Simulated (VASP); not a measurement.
Runs of VASP 6.6.1 on BP. The structure is that of space group F-43m (No. 216), or close to it. The cells are those of the table. 

| task | level | cell | cutoff (eV) | gap on the mesh (eV) | pressure (GPa) | relaxed volume (Å³/atom) |
| --- | --- | --- | --- | --- | --- | --- |
| relaxation of cell and atoms | RPBE | relaxed from a = 3.209 Å, angles 60.0°, 2 atoms | 600 | 1.31 | 0.0 | 11.94 |
| single point | r2SCAN+rVV10 | a = 3.204 Å, angles 60.0°, 2 atoms | 520 | 1.44 | -0.4 | - |
| relaxation of cell and atoms | r2SCAN | relaxed from a = 3.209 Å, angles 60.0°, 2 atoms | 600 | (b) | 0.0 | 11.64 |
| relaxation of cell and atoms | r2SCAN+rVV10 | relaxed from a = 3.209 Å, angles 60.0°, 2 atoms | 600 | 1.44 | 0.0 | 11.60 |
| single point | RPBE | a = 3.235 Å, angles 60.0°, 2 atoms | 520 | 1.31 | -0.4 | - |
| single point | r2SCAN | a = 3.208 Å, angles 60.0°, 2 atoms | 520 | 1.48 | -0.5 | - |
| single point | r2SCAN+D4 | a = 3.197 Å, angles 60.0°, 2 atoms | 520 | 1.46 | -0.5 | - |
| relaxation of cell and atoms | r2SCAN+D4 | relaxed from a = 3.209 Å, angles 60.0°, 2 atoms | 600 | 1.46 | 0.0 | (a) |

Alike in all rows: potentials or basis VASP PAW PBE potentials, release 64 (B, P); no spin polarisation; k mesh 8 × 8 × 8; smearing methfessel-paxton 0.02 eV.

Q: Estimate the missing entries.

A: (a) 11.51; (b) 1.47.

Caveats: the PAW data sets were made with another functional, which shifts forces and pressure a little.

A k mesh can miss the band edges.
